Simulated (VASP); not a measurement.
Set up this calculation in VASP 6.6.1, as the native input.

```
Task                   : molecular dynamics
Functional             : LDA
Potentials or basis    : VASP PAW LDA potentials, release 64 (O, H, C)
Cutoff                 : 520 eV
k mesh                 : 1 × 1 × 1
Occupations            : fermi-dirac, width 0.02 eV
Spin                   : no spin polarisation
Dipole correction      : no
Further INCAR settings : LREAL = Auto; ALGO = Normal; EDIFF = 1e-05; NBANDS = 47; ISYM = 0; IBRION = 0; POTIM = 0.5; NSW = 40
```

The structure of H14CO7 lies in POSCAR:

```
H14CO7
1.0
    6.4239660000      0.0000000000      0.0000000000
    0.0000000000      6.4239660000      0.0000000000
    0.0000000000      0.0000000000      6.4239660000
O H C
7 14 1
Direct
    0.4409105800      0.5743443400      0.6343835500
    0.7843513100      0.4010053300      0.8211514000
    0.1221726100      0.2949020300      0.5779121100
    0.4205218000      0.4812736600      0.1039060500
    0.6606530900      0.7459934800      0.2941634500
    0.6432023400      0.1342453700      0.1412123400
    0.0504139000      0.7099058300      1.1178285900
    0.5217523300      0.6439230300      0.5220431700
    0.5536350400      0.5122166300      0.7223023000
    0.7510281200      0.2934188800      0.9263977700
    0.8993315700      0.3452994100      0.7335770000
    0.2455331300      0.3895381900      0.5956856200
    0.1778201300      0.1661934600      0.5199420900
    0.4640615200      0.3357267400      0.1339795100
    0.2809683500      0.5072310900      0.1610562200
    0.8087923600      0.7282611000      0.2512950400
    0.5805157200      0.6357639000      0.2135374700
    0.7233933200      0.1596099400      0.2683196600
    0.6159250300     -0.0190691700      0.1563064700
   -0.0626528600      0.8509191100      0.8588780100
    0.1798484100      0.6728627500      0.8285946100
    0.0507001900      0.7374385100      0.9280885700
```

One way to write it, as run:

INCAR

```
ALGO = Normal ; EDIFF = 1E-5
ENCUT = 520 ; GGA = CA
IBRION = 0 ; ISIF = 2
ISMEAR = -1 ; ISYM = 0
LANGEVIN_GAMMA = 20 20 20 ; LASPH = True
LCHARG = False ; LREAL = Auto
LWAVE = False ; MDALGO = 3
NBANDS = 47 ; NELM = 100
NELMIN = 4 ; NSW = 40
POTIM = 0.5 ; PREC = Accurate
RANDOM_SEED = 59265 0 0 ; SIGMA = 0.02
TEBEG = 400.0 ; TEEND = 400.0
```

KPOINTS

```
k-points
0
Gamma
  1 1 1
```

Potentials or basis: VASP PAW LDA potentials, release 64 (O, H, C).

Launch:

```sh
$ cat potpaw_LDA.64/O/POTCAR potpaw_LDA.64/H/POTCAR potpaw_LDA.64/C/POTCAR > POTCAR
$ mpirun -np 1 vasp_gam > vasp.out
```

Wall time 6.4 min on 1 thread of Intel(R) Xeon(R) Platinum 8375C CPU @ 2.90GHz (Ice Lake), with other jobs on the host, peak memory 0.26 GiB.
